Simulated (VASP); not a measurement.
Write the native input for VASP 6.6.1 that does the following.

```
Task                   : single point
Functional             : r2SCAN
Potentials or basis    : VASP PAW PBE potentials, release 64 (C)
Cutoff                 : 520 eV
k mesh                 : 10 × 10 × 2
Occupations            : gaussian, width 0.05 eV
Spin                   : no spin polarisation
Dipole correction      : no
Further INCAR settings : ALGO = Normal; EDIFF = 1e-07; NBANDS = 36
```

C:

```
C
1.0
     1.78340   -1.78340    0.00000
     1.78340    0.00000   -1.78340
     7.49028    6.77692    7.13360
C
12
Direct
  0.61249 0.66667 0.27087
  0.97916 0.00000 0.10420
  0.24583 0.33333 0.43753
  0.51249 0.66667 0.77087
  0.87916 0.00000 0.60420
  0.14583 0.33333 0.93753
  0.58749 0.66667 0.39587
  0.95416 0.00000 0.22920
  0.22083 0.33333 0.56253
  0.48749 0.66667 0.89587
  0.85416 0.00000 0.72920
  0.32083 0.33333 0.06253
```

The input as run:

POSCAR

```
C
1.0
    1.7834000000     -1.7834000000      0.0000000000
    1.7834000000      0.0000000000     -1.7834000000
    7.4902800000      6.7769200000      7.1336000000
C
12
Direct
    0.6124933333      0.6666666667      0.2708666667
   -0.0208400000      0.0000000000      0.1042000000
    0.2458266667      0.3333333333      0.4375333333
    0.5124933333      0.6666666667      0.7708666667
    0.8791600000      1.0000000000      0.6042000000
    0.1458266667      0.3333333333      0.9375333333
    0.5874933333      0.6666666667      0.3958666667
    0.9541600000      1.0000000000      0.2292000000
    0.2208266667      0.3333333333      0.5625333333
    0.4874933333      0.6666666667      0.8958666667
   -0.1458400000      0.0000000000      0.7292000000
    0.3208266667      0.3333333333      0.0625333333
```

INCAR.step1

```
PREC     = Accurate       # precision mode
ENCUT    = 520            # plane-wave cutoff, eV
ISMEAR   = 0              # smearing method
SIGMA    = 0.05           # smearing width, eV
LREAL    = False          # projectors in reciprocal space
LASPH    = True           # aspherical terms in the spheres
NELM     = 100            # most SCF steps
NBANDS   = 36             # bands
GGA      = PE             # functional
ALGO     = Normal         # electronic algorithm
EDIFF    = 1E-4           # SCF threshold, eV
LWAVE    = True           # write WAVECAR
LCHARG   = False          # write CHGCAR
```

INCAR.step2

```
PREC     = Accurate       # precision mode
ENCUT    = 520            # plane-wave cutoff, eV
EDIFF    = 1E-7           # SCF threshold, eV
ISMEAR   = 0              # smearing method
SIGMA    = 0.05           # smearing width, eV
LREAL    = False          # projectors in reciprocal space
LASPH    = True           # aspherical terms in the spheres
NELM     = 100            # most SCF steps
ALGO     = Normal         # electronic algorithm
ISIF     = 2              # what is computed and relaxed
LWAVE    = False          # write WAVECAR
LCHARG   = True           # write CHGCAR
METAGGA  = R2SCAN         # meta-GGA
LMIXTAU  = True         
LELF     = True           # ELF
LVHAR    = True         
NBANDS   = 36             # bands
ISTART   = 1
```

KPOINTS

```
regular mesh
0
Gamma
  10 10 2
```

Potentials or basis: VASP PAW PBE potentials, release 64 (C).

The run is started by

```sh
$ cat potpaw_PBE.64/C/POTCAR > POTCAR
$ cp INCAR.step1 INCAR
$ mpirun -np 1 vasp_std > vasp.out
$ cp INCAR.step2 INCAR
$ mpirun -np 1 vasp_std > vasp.out
```

It gave:

```
Pressure               : -1.1 GPa
Largest force          : 3.763 eV/Å
Band gap on the k mesh : 2.79 eV, indirect (least direct gap 4.87 eV)
```

Caveat: the PAW data sets were made with another functional, which shifts forces and pressure a little.

Wall time 6.8 min on 1 thread of Intel(R) Xeon(R) 6975P-C (Granite Rapids), on a shared host, peak memory 0.29 GiB.
